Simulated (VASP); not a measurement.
# Pm (Fm-3m) in VASP: single point with PBE

Aim: the single point of Pm with PBE.

Program: VASP 6.6.1. These are calculated values, not measurements. Logs are shortened: lines on timing, memory, paths and dates and some standing lists are left out, and cuts for length are marked.

## Step 1: The cell of the first run

It takes space group Fm-3m (No. 225, cubic). The conventional cell has a = 5.298 Å, b = 5.298 Å, c = 5.298 Å, α = 90.00°, β = 90.00°, γ = 90.00°. Within 4.9 Å of Pm (site symmetry m-3m) lie 12 Pm at 3.75 Å.

This isn't the form of Pm at room conditions, which is double hcp.

## Step 2: Single point, PBE, collinear spin, ferromagnetic start

INCAR reads:

```
ALGO = Normal ; EDIFF = 1E-7
ENCUT = 520 ; GGA = PE
ISIF = 2 ; ISMEAR = 0
ISPIN = 2 ; LASPH = T
LCHARG = F ; LMAXMIX = 6
LORBIT = 11 ; LREAL = F
LWAVE = F ; MAGMOM = 5.46
NBANDS = 18 ; NELM = 150
PREC = Accurate ; SIGMA = 0.05
```

KPOINTS reads:

```
k-points
0
Gamma
  14 14 14
```

POSCAR reads:

```
Pm
1.0
    0.0000000000      2.6491654103      2.6491654103
    2.6491654103      0.0000000000      2.6491654103
    2.6491654103      2.6491654103      0.0000000000
Pm
1
Direct
    0.0000000000      0.0000000000      0.0000000000
```

Potentials or basis: VASP PAW PBE potentials, release 64 (Pm).

The run is started by

```sh
$ cat potpaw_PBE.64/Pm/POTCAR > POTCAR
$ mpirun -np 1 vasp_std > vasp.out
```

OUTCAR:

```text
EDIFF = 1E-7
   ENCUT = 520
   GGA = PE
   ISIF = 2
   ISMEAR = 0
   ISPIN = 2
   LASPH = T
   LORBIT = 11
   LREAL = F
   NELM = 150
   PREC = Accurate

 ion  position               nearest neighbor table
   1  0.000  0.000  0.000-

  LATTYP: Found a face centered cubic cell.
 ALAT       =     5.2983308206

  Lattice vectors:

 A1 = (   0.0000000000,   2.6491654103,   2.6491654103)
 A2 = (   2.6491654103,   0.0000000000,   2.6491654103)
 A3 = (   2.6491654103,   2.6491654103,   0.0000000000)

Analysis of symmetry for initial positions (statically):
=====================================================================
 Subroutine PRICEL returns:
 Original cell was already a primitive cell.

 Routine SETGRP: Setting up the symmetry group for a
 face centered cubic supercell.

 Subroutine GETGRP returns: Found 48 space group operations
 (whereof 48 operations were pure point group operations)
 out of a pool of 48 trial point group operations.

The static configuration has the point symmetry O_h .

Analysis of symmetry for dynamics (positions and initial velocities):
=====================================================================
 Subroutine PRICEL returns:
 Original cell was already a primitive cell.

 Routine SETGRP: Setting up the symmetry group for a
 face centered cubic supercell.

 Subroutine GETGRP returns: Found 48 space group operations
 (whereof 48 operations were pure point group operations)
 out of a pool of 48 trial point group operations.

The dynamic configuration has the point symmetry O_h .

Analysis of structural, dynamic, and magnetic symmetry:
=====================================================================
 Subroutine PRICEL returns:
 Original cell was already a primitive cell.

 Routine SETGRP: Setting up the symmetry group for a
 face centered cubic supercell.

 Subroutine GETGRP returns: Found 48 space group operations
 (whereof 48 operations were pure point group operations)
 out of a pool of 48 trial point group operations.

The overall configuration has the point symmetry O_h .

 Subroutine INISYM returns: Found 48 space group operations
 (whereof 48 operations are pure point group operations),
 and found     1 'primitive' translations

----------------------------------------------------------------------------------------

                                     Primitive cell

  volume of cell :      37.1841

  direct lattice vectors                    reciprocal lattice vectors
     0.000000000  2.649165410  2.649165410    -0.188738687  0.188738687  0.188738687
     2.649165410  0.000000000  2.649165410     0.188738687 -0.188738687  0.188738687
     2.649165410  2.649165410  0.000000000     0.188738687  0.188738687 -0.188738687

  length of vectors
     3.746485652  3.746485652  3.746485652     0.326904994  0.326904994  0.326904994

  position of ions in fractional coordinates (direct lattice)
     0.000000000  0.000000000  0.000000000

  ion indices of the primitive-cell ions
   primitive index   ion index
                 1           1

----------------------------------------------------------------------------------------

 KPOINTS: k-points

Automatic generation of k-mesh.
 Grid dimensions read from file:
 generate k-points for:   14   14   14

 Generating k-lattice:

  Cartesian coordinates                     Fractional coordinates (reciprocal lattice)
    -0.013481335  0.013481335  0.013481335     0.071428571  0.000000000  0.000000000
     0.013481335 -0.013481335  0.013481335     0.000000000  0.071428571  0.000000000
     0.013481335  0.013481335 -0.013481335     0.000000000  0.000000000  0.071428571

  Length of vectors
     0.023350357  0.023350357  0.023350357

  Shift w.r.t. Gamma in fractional coordinates (k-lattice)
     0.000000000  0.000000000  0.000000000

 Subroutine IBZKPT returns following result:
 ===========================================

 Found    104 irreducible k-points:

 Following reciprocal coordinates:
            Coordinates               Weight
  0.000000  0.000000  0.000000      1.000000
  0.071429  0.000000  0.000000      8.000000
  0.142857  0.000000  0.000000      8.000000
  0.214286  0.000000  0.000000      8.000000
  0.285714  0.000000  0.000000      8.000000
  0.357143  0.000000  0.000000      8.000000
[... 16 lines left out ...]
  0.214286  0.142857  0.000000     24.000000
  0.285714  0.142857  0.000000     24.000000
 [... further k-points ...]
   k-points           NKPTS =    104   k-points in BZ     NKDIM =    104   number of bands    NBANDS=     18
   number of dos      NEDOS =    301   number of ions     NIONS =      1
   total plane-waves  NPLWV =  21952
   dimension x,y,z NGX =    28 NGY =   28 NGZ =   28
   dimension x,y,z NGXF=    56 NGYF=   56 NGZF=   56
   ions per type =               1
   NGX,Y,Z   is equivalent  to a cutoff of  12.42, 12.42, 12.42 a.u.
   NGXF,Y,Z  is equivalent  to a cutoff of  24.85, 24.85, 24.85 a.u.
 SYSTEM =  unknown system
   PREC   = accura    normal or accurate (medium, high low for compatibility)
   ISTART =      0    job   : 0-new  1-cont  2-samecut
   ICHARG =      2    charge: 1-file 2-atom 10-const
   ISPIN  =      2    spin polarized calculation?
   LNONCOLLINEAR =      F non collinear calculations
   LSORBIT =      F    spin-orbit coupling
   LASPH  =      T    aspherical Exc in radial PAW
   ENCUT  =  520.0 eV  38.22 Ry    6.18 a.u.   6.97  6.97  6.97*2*pi/ulx,y,z
   NELM   =    150;   NELMIN=  2; NELMDL= -5     # of ELM steps
   EDIFF  = 0.1E-06   stopping-criterion for ELM
   LREAL  =      F    real-space projection
   EDIFFG = 0.1E-05   stopping-criterion for IOM
   NSW    =      0    number of steps for IOM
   IBRION =     -1    ionic relax: 0-MD 1-quasi-New 2-CG
   NFREE  =      0    steps in history (QN), initial steepest desc. (CG)
   ISIF   =      2    stress and relaxation
   ISYM   =      2    0-nonsym 1-usesym 2-fastsym
   POTIM  = 0.5000    time-step for ionic-motion
   TEBEG  =    0.0;   TEEND  =   0.0 temperature during run
   PSTRESS=    0.0 pullay stress
   NELECT =      15.0000    total number of electrons
   NUPDOWN=      -1.0000    fix difference up-down
   EMIN   =  10.00;   EMAX   =-10.00  energy-range for DOS
   EFERMI =   0.00;   METHOD = LEGACY
   ISMEAR =     0;   SIGMA  =   0.05  broadening in eV -4-tet -1-fermi 0-gaus
   EFERMI_NEDOS =   21; number of points for ismear=-14 and -15
   IALGO  =     38    algorithm
   IMIX   =      4    mixing-type and parameters
     AMIX     =   0.40;   BMIX     =  1.00
     AMIX_MAG =   1.60;   BMIX_MAG =  1.00
  volume/ion in A,a.u.               =      37.18       250.93
  Fermi-wavevector in a.u.,A,eV,Ry     =   1.209631  2.285871 19.908136  1.463207
  Thomas-Fermi vector in A             =   2.345202
   LORBIT       =     11    0 simple, 1 ext, 2 COOP (PROOUT), +10 PAW based schemes
   GGA     = PE    functional components
   LHFCALC =     F    Hartree Fock is set to
   AEXX    =    0.0000 exact exchange contribution
   IVDW    =     0    specifies the selected vdW correction
   LEPSILON=     F    determine dielectric tensor
   LRPA    =     F    only Hartree local field effects (RPA)
 spin polarized calculation
 Gauss-broadening in eV      SIGMA  =   0.05
  energy-cutoff  :      520.00
  volume of cell :       37.18
 maximum number of plane-waves:      1015
   NGX = 13   NGY = 13   NGZ = 13

 number of electron      15.0000002 magnetization       5.5057516

 Free energy of the ion-electron system (eV)
  ---------------------------------------------------
  ext. energy  EPLUGINS =         0.00000000
  ---------------------------------------------------
  free energy    TOTEN  =        -7.72294641 eV

  energy without entropy =       -7.71173964  energy(sigma->0) =       -7.71734303

 E-fermi :   5.2672     XC(G=0):  -9.4336

 val. band max:        5.2668428682   @ k =   0.3571   0.1429   0.0714
 cond. band min:       5.2685684554   @ k =   0.3571   0.2857   0.0714
 fundamental gap:      0.0017255871
 Fermi energy:         5.2671970504

 spin component 1

 k-point     1 :       0.0000    0.0000    0.0000
  band No.  band energies     occupation
      1     -33.4806      1.00000
      2     -13.4949      1.00000
      3     -13.4949      1.00000
      4     -13.4949      1.00000
      5       0.9796      1.00000
      6       4.8997      1.00000
[... 10 lines left out ...]
     17       9.1862      0.00000
     18      13.9758      0.00000

 k-point     2 :       0.0714    0.0000    0.0000
  band No.  band energies     occupation
      1     -33.4765      1.00000
      2     -13.5397      1.00000
      3     -13.5003      1.00000
      4     -13.5003      1.00000
      5       1.1148      1.00000
      6       4.8805      1.00000
[... 10 lines left out ...]
     17       9.1175      0.00000
     18      14.2480      0.00000
[... 442 lines left out ...]
 k-point    24 :       0.2857    0.1429    0.0000
  band No.  band energies     occupation
      1     -33.4314      1.00000
      2     -13.9218      1.00000
      3     -13.6074      1.00000
      4     -13.5995      1.00000
      5       2.6376      1.00000
      6       4.7500      1.00000
[... 10 lines left out ...]
     17       9.9154      0.00000
     18      15.1381      0.00000

 [... further k-points ...]

 spin component 2

 k-point     1 :       0.0000    0.0000    0.0000
  band No.  band energies     occupation
      1     -31.2573      1.00000
      2     -11.7789      1.00000
      3     -11.7789      1.00000
      4     -11.7789      1.00000
      5       2.1571      1.00000
      6       7.6012      0.00000
[... 10 lines left out ...]
     17      10.2507      0.00000
     18      15.7503      0.00000

 k-point     2 :       0.0714    0.0000    0.0000
  band No.  band energies     occupation
      1     -31.2526      1.00000
      2     -11.8284      1.00000
      3     -11.7847      1.00000
      4     -11.7847      1.00000
      5       2.2960      1.00000
      6       7.4639      0.00000
[... 10 lines left out ...]
     17      10.1965      0.00000
     18      16.0009      0.00000
[... 442 lines left out ...]
 k-point    24 :       0.2857    0.1429    0.0000
  band No.  band energies     occupation
      1     -31.2013      1.00000
      2     -12.2472      1.00000
      3     -11.9016      1.00000
      4     -11.8924      1.00000
      5       3.8362      1.00000
      6       6.5609      0.00000
[... 10 lines left out ...]
     17      11.0856      0.00000
     18      16.2137      0.00000

 [... further k-points ...]
[... 5 lines left out ...]
  --------------------------------------------------------------------------------------
  -------------------------------------------------------------------------------------
  Total       -0.1372583     -0.1372583     -0.1372583      0.0000000      0.0000000     -0.0000000
  in kB       -5.9141453     -5.9141453     -5.9141453      0.0000000      0.0000000     -0.0000000
  external PRESSURE =      -5.9141453 kB  Pullay stress =       0.0000000 kB

 VOLUME and BASIS-vectors are now :
 -----------------------------------------------------------------------------
  energy-cutoff  :      520.00
  volume of cell :       37.18
      direct lattice vectors                 reciprocal lattice vectors
     0.000000000  2.649165410  2.649165410    -0.188738687  0.188738687  0.188738687
     2.649165410  0.000000000  2.649165410     0.188738687 -0.188738687  0.188738687
     2.649165410  2.649165410  0.000000000     0.188738687  0.188738687 -0.188738687

 POSITION                                       TOTAL-FORCE (eV/Angst)
 -----------------------------------------------------------------------------------
      0.00000      0.00000      0.00000        -0.000000     -0.000000     -0.000000
 -----------------------------------------------------------------------------------
    total drift:                               -0.000000     -0.000000     -0.000000

  FREE ENERGIE OF THE ION-ELECTRON SYSTEM (eV)
  ---------------------------------------------------
  free  energy   TOTEN  =        -7.7229464138 eV

  energy  without entropy=       -7.7117396413  energy(sigma->0) =       -7.71734303

 total charge

# of ion       s       p       d       f       tot
--------------------------------------------------
    1        2.048   5.494   0.441   4.409  12.392

 magnetization (x)

# of ion       s       p       d       f       tot
--------------------------------------------------
    1       -0.003   0.037   0.246   4.402   4.682
```

Run time: 3.8 min. Hardware: 1 thread of Oxide Virtual Turin-like, shared host; peak memory 0.22 GiB.

What came out:

```
Free energy                                           : -7.7229 eV
Pressure                                              : -0.6 GPa
Net moment                                            : 5.51 μB per cell
Site moments                                          : Pm +4.68 μB
Valence electrons inside the program's atomic spheres : Pm 12.39
```

Levels at points of the mesh, in eV from the Fermi level:
Spin up:
| k point | band 6 | band 7 | band 8 | band 9 | band 10 | band 11 | band 12 | band 13 | band 14 | band 15 |
| --- | --- | --- | --- | --- | --- | --- | --- | --- | --- | --- |
| (0.00, 0.00, 0.00) | -0.37 | -0.37 | -0.37 | -0.11 | -0.11 | -0.11 | -0.08 | 1.63 | 1.63 | 1.63 |
| (0.50, 0.00, 0.00) | -0.59 | -0.59 | -0.36 | -0.26 | 0.08 | 0.08 | 0.18 | 1.44 | 1.47 | 1.47 |
| (0.50, 0.50, 0.00) | -1.17 | -0.58 | -0.57 | -0.57 | -0.07 | 0.05 | 0.05 | 0.34 | 2.84 | 5.67 |
Spin down:
```
           k point  band 1  band 2  band 3  band 4  band 5  band 6  band 7  band 8  band 9  band 10
(0.00, 0.00, 0.00)  -36.52  -17.05  -17.05  -17.05   -3.11    2.33    2.76    2.76    2.76     2.81
(0.50, 0.00, 0.00)  -36.43  -17.96  -17.16  -17.16   -0.76    2.09    2.52    2.52    2.53     3.00
(0.50, 0.50, 0.00)  -36.40  -17.89  -17.37  -17.37   -0.98    0.10    2.73    2.89    3.00     3.00
```

Caveat: the magnetic or orbital state may not be the lowest; spin-orbit coupling is left out, which moves the levels of the heavy elements; semilocal functionals describe open f shells poorly, which spoils levels, moments and volumes.
